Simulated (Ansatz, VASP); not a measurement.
# One calculation of Al, two programs

```
CELL_PARAMETERS angstrom
2.67183 0.00000 0.00000
-1.33592 2.31387 0.00000
0.00000 0.00000 4.74518
ATOMIC_POSITIONS crystal
Al 0.66667 0.33333 0.75000
Al 0.33333 0.66667 0.25000
```

Change from the starting cell: strain -0.050 along x and y, -0.025 along z, atoms carried along.

Alike in both runs: task single point; functional r2SCAN; k mesh 18 × 18 × 10; occupations gaussian, width 0.15 eV; no spin polarisation.

|  | VASP | Ansatz |
| --- | --- | --- |
| version | VASP 6.6.1 | Ansatz 0.2.0 |
| potentials or method | VASP PAW PBE potentials, release 64 (Al), cutoff 520 eV | scalar-relativistic, plane waves, PAW |
| valence electrons in the cell | 6 | 6 |

|  | VASP | Ansatz | Ansatz less VASP |
| --- | --- | --- | --- |
| gap on the k mesh at the Fermi level (eV) | none | none | - |
| pressure (GPa) | 10.1 | 10.5 | +0.40 |
| traceless stress, the component that is largest in VASP (GPa) | -7.14 | -7.17 | -0.022 |

VASP's potentials were made for PBE, not for r2SCAN. A gap of «none» marks a metal or a gap that the smearing closes. With one functional, cell and mesh, what is left measures potentials, basis and numerics.
